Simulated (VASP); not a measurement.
NaCl:

```
Cl Na
1.0
     0.00000    2.79406    2.79406
     2.79406    0.00000    2.79406
     2.79406    2.79406    0.00000
Cl Na
1 1
Direct
  0.50000 0.50000 0.50000
  0.00000 0.00000 0.00000
```

```yaml
Program: VASP 6.6.1
Task: relaxation of cell and atoms
Functional: PBEsol
Dispersion: D3(BJ)
Potentials_or_basis: VASP PAW PBE potentials, release 64 (Cl, Na_pv)
Cutoff: 600 eV
k_mesh: 8 × 8 × 8
Occupations: fermi-dirac, width 0.05 eV
Spin: no spin polarisation
```

At the start: pressure -1.2 GPa; volume 21.81 Å³/atom.

**Question.** How do energy, volume and symmetry change on relaxing?

**Answer.** Over 4 steps the energy falls by 4.0 meV/atom and the volume is 20.83 Å³/atom (-4.5 %); space group Fm-3m (No. 225, to 0.1 Å) before and after.

The path:
| step | energy change (eV) | largest force (eV/Å) | pressure (GPa) | volume (Å³) |
| --- | --- | --- | --- | --- |
| 1 | 0.0000 | 0.0000 | -1.24 | 43.63 |
| 2 | -0.0062 | 0.0000 | -0.59 | 42.57 |
| 3 | -0.0079 | 0.0000 | -0.17 | 41.93 |
| 4 | -0.0080 | 0.0000 | 0.00 | 41.67 |

Final structure:
```
Cl Na
1.0
     0.00000    2.75167    2.75167
     2.75167    0.00000    2.75167
     2.75167    2.75167    0.00000
Cl Na
1 1
Direct
  0.50000 0.50000 0.50000
  0.00000 0.00000 0.00000
```

Caveat: the PAW data sets were made with another functional, which shifts forces and pressure a little.
